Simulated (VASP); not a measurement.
# SiGe7 (P1) in VASP: single point with PBE

Aim: the single point of SiGe7 with PBE.

Everything below comes from runs of VASP 6.6.1. Logs are shortened: lines on timing, memory, paths and dates and some standing lists are left out, and cuts for length are marked.

**1. The cell of the first run**

The typed cell holds 64 atoms: a = 11.278 Å, b = 11.278 Å, c = 11.278 Å, α = 90.00°, β = 90.00°, γ = 90.00°.

**2. Single point, PBE**

File INCAR:

```
SYSTEM = SiGe7
PREC = Accurate
ENCUT = 520
EDIFF = 1E-7
ISMEAR = -1
SIGMA = 0.05
LREAL = Auto
LASPH = .True.
NELM = 100
ALGO = Normal
ISIF = 2
LWAVE = .False.
LCHARG = .False.
GGA = PE
NBANDS = 446
```

File KPOINTS:

```
Automatic mesh
0
Gamma
  1 1 1
  0 0 0
```

File POSCAR:

```
SiGe7
1.0
   11.2777970000      0.0000000000      0.0000000000
    0.0000000000     11.2777970000      0.0000000000
    0.0000000000      0.0000000000     11.2777970000
Ge Si
56 8
Direct
    0.9999160000      0.0012840000      0.0004210000
    0.9999320000      0.5000690000      0.0006260000
    0.0015370000      0.4979620000      0.4979890000
    0.5000070000      0.9993460000      0.0010170000
    0.4997740000      0.4965430000      0.0004880000
    0.4998140000      0.5002510000      0.4990510000
    0.1257860000      0.1254970000      0.1273120000
    0.1217420000      0.1227540000      0.6209070000
    0.1258170000      0.6250010000      0.1263590000
    0.1252150000      0.6252910000      0.6238170000
    0.6254600000      0.1264900000      0.1249720000
    0.6230720000      0.1225480000      0.6224700000
    0.6228450000      0.6261770000      0.1268360000
    0.6252220000      0.6244670000      0.6255260000
    0.2519480000      0.2519380000      0.0030330000
    0.2480580000      0.2508510000      0.4983760000
    0.2509700000      0.7498730000      0.0007190000
    0.2478550000      0.7527250000      0.4975110000
    0.7484590000      0.2523250000      0.9982230000
    0.7516470000      0.2459520000      0.4980320000
    0.7496470000      0.7500970000      0.0013530000
    0.7494880000      0.7505380000      0.5000220000
    0.3749180000      0.3749090000      0.6250380000
    0.3763840000      0.8732750000      0.1284310000
    0.3764160000      0.8770360000      0.6226810000
    0.8751230000      0.3744940000      0.1263110000
    0.8744430000      0.3740900000      0.6243730000
    0.8754940000      0.8760010000      0.1267130000
    0.8771810000      0.8773460000      0.6221510000
    0.2483530000      0.9975900000      0.2530090000
    0.2499050000      0.0010720000      0.7484150000
    0.2504410000      0.4961370000      0.2494230000
    0.2497010000      0.5000900000      0.7496150000
    0.7516360000      0.0030330000      0.2530570000
    0.7499510000      0.9996200000      0.7485180000
    0.7496820000      0.5006680000      0.2502680000
    0.7478410000      0.4975560000      0.7516010000
    0.3757840000      0.1242930000      0.3763330000
    0.3752590000      0.1260490000      0.8757180000
    0.3754870000      0.6272170000      0.3725060000
    0.3753790000      0.6240790000      0.8754020000
    0.8738260000      0.1255870000      0.8745560000
    0.8758840000      0.6256380000      0.3751190000
    0.8741940000      0.6247660000      0.8749610000
    0.0003750000      0.2497040000      0.2546620000
    0.9998620000      0.2490340000      0.7492010000
    0.0027620000      0.7526880000      0.2528300000
    0.9997380000      0.7502260000      0.7489680000
    0.4976050000      0.2509150000      0.2481510000
    0.5024350000      0.2513910000      0.7510640000
    0.4995030000      0.7499530000      0.7492080000
    0.1253100000      0.3745510000      0.8753730000
    0.1254890000      0.8753850000      0.8751390000
    0.6255450000      0.3736440000      0.3745300000
    0.6215020000      0.8756390000      0.3749460000
    0.6252200000      0.8746090000      0.8748480000
    0.9991250000      0.9993550000      0.4957650000
    0.4990110000      0.0000230000      0.4990000000
    0.3754130000      0.3751280000      0.1253530000
    0.8781170000      0.1235610000      0.3771250000
    0.5001600000      0.7498760000      0.2500220000
    0.1260060000      0.3750850000      0.3748140000
    0.1231930000      0.8779200000      0.3773720000
    0.6246020000      0.3752340000      0.8757890000
```

Potentials or basis: VASP PAW PBE potentials, release 64 (Ge_d, Si).

Run with:

```console
$ cat potpaw_PBE.64/Ge_d/POTCAR potpaw_PBE.64/Si/POTCAR > POTCAR
$ mpirun -np 1 vasp_gam > vasp.out
```

OUTCAR:

```text
SYSTEM = SiGe7
   PREC = Accurate
   ENCUT = 520
   EDIFF = 1E-7
   ISMEAR = -1
   LREAL = Auto
   LASPH = .True.
   NELM = 100
   ISIF = 2
   GGA = PE

 ion  position               nearest neighbor table
   1  1.000  0.001  0.000-  28 2.45  42 2.45  53 2.45   7 2.45
   2  1.000  0.500  0.001-  26 2.45  44 2.45  52 2.45   9 2.45
   3  0.002  0.498  0.498-  62 2.41  43 2.45  10 2.45  27 2.46
   4  0.500  0.999  0.001-  56 2.45  11 2.45  39 2.45  24 2.46
   5  0.500  0.497  0.000-  59 2.41  64 2.41  41 2.45  13 2.47
   6  0.500  0.500  0.499-  14 2.45  23 2.45  54 2.45  40 2.46
[... 56 lines left out ...]
  63  0.123  0.878  0.377-  57 2.37  30 2.40  18 2.41  47 2.41
  64  0.625  0.375  0.876-  19 2.40  37 2.41  50 2.41   5 2.41

  LATTYP: Found a simple cubic cell.
 ALAT       =    11.2777970000

  Lattice vectors:

 A1 = (  11.2777970000,   0.0000000000,   0.0000000000)
 A2 = (   0.0000000000,  11.2777970000,   0.0000000000)
 A3 = (   0.0000000000,   0.0000000000,  11.2777970000)

Analysis of symmetry for initial positions (statically):
=====================================================================
 Subroutine PRICEL returns:
 Original cell was already a primitive cell.

 Routine SETGRP: Setting up the symmetry group for a
 simple cubic supercell.

 Subroutine GETGRP returns: Found  1 space group operations
 (whereof  1 operations were pure point group operations)
 out of a pool of 48 trial point group operations.

The static configuration has the point symmetry C_1 .

Analysis of symmetry for dynamics (positions and initial velocities):
=====================================================================
 Subroutine PRICEL returns:
 Original cell was already a primitive cell.

 Routine SETGRP: Setting up the symmetry group for a
 simple cubic supercell.

 Subroutine GETGRP returns: Found  1 space group operations
 (whereof  1 operations were pure point group operations)
 out of a pool of 48 trial point group operations.

The dynamic configuration has the point symmetry C_1 .

 Subroutine INISYM returns: Found  1 space group operations
 (whereof  1 operations are pure point group operations),
 and found     1 'primitive' translations

----------------------------------------------------------------------------------------

                                     Primitive cell

  volume of cell :    1434.4084

  direct lattice vectors                    reciprocal lattice vectors
    11.277797000  0.000000000  0.000000000     0.088669800  0.000000000  0.000000000
     0.000000000 11.277797000  0.000000000     0.000000000  0.088669800  0.000000000
     0.000000000  0.000000000 11.277797000     0.000000000  0.000000000  0.088669800

  length of vectors
    11.277797000 11.277797000 11.277797000     0.088669800  0.088669800  0.088669800

  position of ions in fractional coordinates (direct lattice)
     0.999916000  0.001284000  0.000421000
     0.999932000  0.500069000  0.000626000
     0.001537000  0.497962000  0.497989000
     0.500007000  0.999346000  0.001017000
     0.499774000  0.496543000  0.000488000
     0.499814000  0.500251000  0.499051000
[... 56 lines left out ...]
     0.123193000  0.877920000  0.377372000
     0.624602000  0.375234000  0.875789000

  ion indices of the primitive-cell ions
   primitive index   ion index
                 1           1
                 2           2
                 3           3
                 4           4
                 5           5
                 6           6
[... 56 lines left out ...]
                63          63
                64          64

----------------------------------------------------------------------------------------

 KPOINTS: Automatic mesh

Automatic generation of k-mesh.
 Grid dimensions read from file:
 generate k-points for:    1    1    1

 Generating k-lattice:

  Cartesian coordinates                     Fractional coordinates (reciprocal lattice)
     0.088669800  0.000000000  0.000000000     1.000000000  0.000000000  0.000000000
     0.000000000  0.088669800  0.000000000     0.000000000  1.000000000  0.000000000
     0.000000000  0.000000000  0.088669800     0.000000000  0.000000000  1.000000000

  Length of vectors
     0.088669800  0.088669800  0.088669800

  Shift w.r.t. Gamma in fractional coordinates (k-lattice)
     0.000000000  0.000000000  0.000000000

 Subroutine IBZKPT returns following result:
 ===========================================

 Found      1 irreducible k-points:

 Following reciprocal coordinates:
            Coordinates               Weight
  0.000000  0.000000  0.000000      1.000000
   k-points           NKPTS =      1   k-points in BZ     NKDIM =      1   number of bands    NBANDS=    446
   number of dos      NEDOS =    301   number of ions     NIONS =     64
   total plane-waves  NPLWV = 592704
   dimension x,y,z NGX =    84 NGY =   84 NGZ =   84
   dimension x,y,z NGXF=   168 NGYF=  168 NGZF=  168
   ions per type =              56   8
   NGX,Y,Z   is equivalent  to a cutoff of  12.38, 12.38, 12.38 a.u.
   NGXF,Y,Z  is equivalent  to a cutoff of  24.76, 24.76, 24.76 a.u.
 SYSTEM =  SiGe7
   PREC   = accura    normal or accurate (medium, high low for compatibility)
   ISTART =      0    job   : 0-new  1-cont  2-samecut
   ICHARG =      2    charge: 1-file 2-atom 10-const
   ISPIN  =      1    spin polarized calculation?
   LNONCOLLINEAR =      F non collinear calculations
   LSORBIT =      F    spin-orbit coupling
   LASPH  =      T    aspherical Exc in radial PAW
   ENCUT  =  520.0 eV  38.22 Ry    6.18 a.u.  20.97 20.97 20.97*2*pi/ulx,y,z
   NELM   =    100;   NELMIN=  2; NELMDL= -5     # of ELM steps
   EDIFF  = 0.1E-06   stopping-criterion for ELM
   LREAL  =      T    real-space projection
   EDIFFG = 0.1E-05   stopping-criterion for IOM
   NSW    =      0    number of steps for IOM
   IBRION =     -1    ionic relax: 0-MD 1-quasi-New 2-CG
   NFREE  =      0    steps in history (QN), initial steepest desc. (CG)
   ISIF   =      2    stress and relaxation
   ISYM   =      2    0-nonsym 1-usesym 2-fastsym
   POTIM  = 0.5000    time-step for ionic-motion
   TEBEG  =    0.0;   TEEND  =   0.0 temperature during run
   PSTRESS=    0.0 pullay stress
   NELECT =     816.0000    total number of electrons
   NUPDOWN=      -1.0000    fix difference up-down
   EMIN   =  10.00;   EMAX   =-10.00  energy-range for DOS
   EFERMI =   0.00;   METHOD = LEGACY
   ISMEAR =    -1;   SIGMA  =   0.05  broadening in eV -4-tet -1-fermi 0-gaus
   EFERMI_NEDOS =   21; number of points for ismear=-14 and -15
   IALGO  =     38    algorithm
   IMIX   =      4    mixing-type and parameters
     AMIX     =   0.40;   BMIX     =  1.00
     AMIX_MAG =   1.60;   BMIX_MAG =  1.00
  volume/ion in A,a.u.               =      22.41       151.25
  Fermi-wavevector in a.u.,A,eV,Ry     =   1.356482  2.563379 25.035300  1.840043
  Thomas-Fermi vector in A             =   2.483481
   LORBIT       =      0    0 simple, 1 ext, 2 COOP (PROOUT), +10 PAW based schemes
   GGA     = PE    functional components
   LHFCALC =     F    Hartree Fock is set to
   AEXX    =    0.0000 exact exchange contribution
   IVDW    =     0    specifies the selected vdW correction
   LEPSILON=     F    determine dielectric tensor
   LRPA    =     F    only Hartree local field effects (RPA)
 non-spin polarized calculation
  energy-cutoff  :      520.00
  volume of cell :     1434.41
 maximum number of plane-waves:     19249
 NGX is ok and might be reduce to    84
   NGX = 41   NGY = 41   NGZ = 41

 number of electron     815.9999377 magnetization

 Free energy of the ion-electron system (eV)
  ---------------------------------------------------
  ext. energy  EPLUGINS =         0.00000000
  ---------------------------------------------------
  free energy    TOTEN  =      -286.62558706 eV

  energy without entropy =     -286.47672538  energy(sigma->0) =     -286.55115622

 E-fermi :   5.2148     XC(G=0):  -9.8138

 val. band max:        5.0978750616   @ k =   0.0000   0.0000   0.0000
 cond. band min:       5.3225735067   @ k =   0.0000   0.0000   0.0000
 fundamental gap:      0.2246984451
 Fermi energy:         5.2147989182

 k-point     1 :       0.0000    0.0000    0.0000
  band No.  band energies     occupation
      1     -19.6993      2.00000
      2     -19.6961      2.00000
      3     -19.6935      2.00000
      4     -19.6926      2.00000
      5     -19.6911      2.00000
      6     -19.6902      2.00000
[... 412 lines left out ...]
    419       5.9088      0.00000
    420       6.0723      0.00000
 [bands above 420 left out]

------------------------ aborting loop because EDIFF is reached ----------------------------------------

  FORCE on cell =-STRESS in cart. coord.  units (eV):
  Direction    XX          YY          ZZ          XY          YZ          ZX
  --------------------------------------------------------------------------------------
  -------------------------------------------------------------------------------------
  Total       27.1687930     27.1547810     27.2219431     -0.6122395     -0.4002048     -0.7408436
  in kB       30.3464650     30.3308142     30.4058316     -0.6838473     -0.4470129     -0.8274929
  external PRESSURE =      30.3610369 kB  Pullay stress =       0.0000000 kB

 VOLUME and BASIS-vectors are now :
 -----------------------------------------------------------------------------
  energy-cutoff  :      520.00
  volume of cell :     1434.41
      direct lattice vectors                 reciprocal lattice vectors
    11.277797000  0.000000000  0.000000000     0.088669800  0.000000000  0.000000000
     0.000000000 11.277797000  0.000000000     0.000000000  0.088669800  0.000000000
     0.000000000  0.000000000 11.277797000     0.000000000  0.000000000  0.088669800

 POSITION                                       TOTAL-FORCE (eV/Angst)
 -----------------------------------------------------------------------------------
     11.27685      0.01448      0.00475        -0.000003     -0.017782     -0.009439
     11.27703      5.63968      0.00706         0.015029      0.012336     -0.002502
      0.01733      5.61591      5.61622         0.054246     -0.044075     -0.038130
      5.63898     11.27042      0.01147         0.013512      0.005674      0.007805
      5.63635      5.59991      0.00550         0.006420     -0.053564      0.034915
      5.63680      5.64173      5.62820         0.012414      0.020714     -0.005833
[... 56 lines left out ...]
      1.38935      9.90100      4.25592        -0.088669      0.004421     -0.008390
      7.04413      4.23181      9.87697        -0.010808     -0.033574     -0.007180
 -----------------------------------------------------------------------------------
    total drift:                                0.003003      0.007957     -0.000776

  FREE ENERGIE OF THE ION-ELECTRON SYSTEM (eV)
  ---------------------------------------------------
  free  energy   TOTEN  =      -286.6255870640 eV

  energy  without entropy=     -286.4767253812  energy(sigma->0) =     -286.55115622
```

Run time: 19 min. Hardware: 1 thread of Intel Xeon Platinum 8375C at 2.90GHz (Ice Lake), shared host; peak memory 1.2 GiB.

Results:

| Property | Result |
| --- | --- |
| Free energy | -286.6256 eV |
| Pressure | 3.0 GPa |
| Largest force | 0.108 eV/Å |

Forces on the atoms (eV/Å):
```
Ge   0.000 -0.018 -0.009
Ge   0.015  0.012 -0.003
Ge   0.054 -0.044 -0.038
Ge   0.014  0.006  0.008
Ge   0.006 -0.054  0.035
Ge   0.012  0.021 -0.006
Ge  -0.015 -0.006  0.002
Ge  -0.027 -0.024 -0.047
Ge  -0.040 -0.001 -0.021
Ge  -0.008 -0.038 -0.017
Ge  -0.014 -0.032 -0.013
Ge  -0.039 -0.026  0.000
Ge  -0.071 -0.023  0.016
Ge  -0.036 -0.011 -0.042
Ge   0.031  0.042  0.004
Ge  -0.036  0.055 -0.021
Ge   0.004 -0.009  0.018
Ge   0.028  0.102 -0.021
Ge  -0.039  0.051 -0.031
Ge   0.060  0.011 -0.028
Ge   0.028  0.028  0.009
Ge  -0.007  0.022 -0.030
Ge  -0.009 -0.006 -0.027
Ge   0.030 -0.044 -0.011
Ge   0.004  0.018 -0.068
Ge  -0.006  0.009 -0.007
Ge   0.005 -0.030 -0.012
Ge   0.010  0.007  0.021
Ge   0.014  0.018 -0.075
Ge   0.017 -0.010  0.097
Ge  -0.012  0.010  0.002
Ge   0.048 -0.016  0.038
Ge   0.009  0.004  0.033
Ge   0.007 -0.011  0.026
Ge  -0.008 -0.002  0.016
Ge   0.022  0.012  0.022
Ge  -0.020 -0.036  0.051
Ge  -0.014 -0.092  0.018
Ge   0.028  0.001  0.005
Ge   0.040 -0.036 -0.047
Ge  -0.014 -0.004 -0.021
Ge  -0.009 -0.003 -0.005
Ge  -0.012  0.002 -0.012
Ge   0.005 -0.011  0.026
Ge   0.018  0.027  0.090
Ge   0.023  0.007 -0.006
Ge   0.019  0.043  0.026
Ge   0.014  0.027  0.035
Ge   0.000  0.076 -0.011
Ge   0.021  0.025  0.044
Ge   0.007  0.015  0.018
Ge  -0.002  0.006  0.005
Ge  -0.005 -0.002 -0.005
Ge  -0.040  0.020 -0.020
Ge  -0.051 -0.006 -0.005
Ge  -0.014  0.021 -0.006
Si   0.058  0.044 -0.036
Si   0.010 -0.010 -0.014
Si  -0.006 -0.023 -0.013
Si   0.026 -0.077  0.011
Si   0.003  0.056  0.063
Si  -0.038 -0.062  0.004
Si  -0.089  0.004 -0.008
Si  -0.011 -0.034 -0.007
```

Caveat: the k points lie up to 0.56 Å⁻¹ apart.
